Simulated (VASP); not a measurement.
Input of a VASP 6.6.1 run:

INCAR

```
SYSTEM = GaSb
PREC = Accurate ; ENCUT = 520
EDIFF = 1E-6 ; ISMEAR = -1
SIGMA = 0.15 ; LREAL = .False.
LASPH = .True. ; NELM = 100
ALGO = Normal ; ISIF = 2
LWAVE = .False. ; LCHARG = .False.
GGA = PE ; NBANDS = 16
```

Contents of KPOINTS:

```
Automatic mesh
0
Gamma
  12 12 12
  0 0 0
```

File POSCAR:

```
GaSb
1.0
    0.0000000000      3.0151855539      3.0151855539
    3.0151855539      0.0000000000      3.0151855539
    3.0151855539      3.0151855539      0.0000000000
Ga Sb
1 1
Direct
    0.0000000000      0.0000000000      0.0000000000
    0.7500000000      0.7500000000      0.7500000000
```

Potentials or basis: VASP PAW PBE potentials, release 64 (Ga_d, Sb).

Run with:

```sh
$ cat potpaw_PBE.64/Ga_d/POTCAR potpaw_PBE.64/Sb/POTCAR > POTCAR
$ mpirun -np 1 vasp_std > vasp.out
```

(1) Predict the pressure.

(2) What does it give for the band gap on the k mesh?

Answers

(1) 5.1 GPa.

(2) 0.35 eV.

Caveat: the cell stands under pressure; semilocal functionals underestimate gaps, and a narrow one can read as zero; spin-orbit coupling is left out, which moves the levels of the heavy elements.
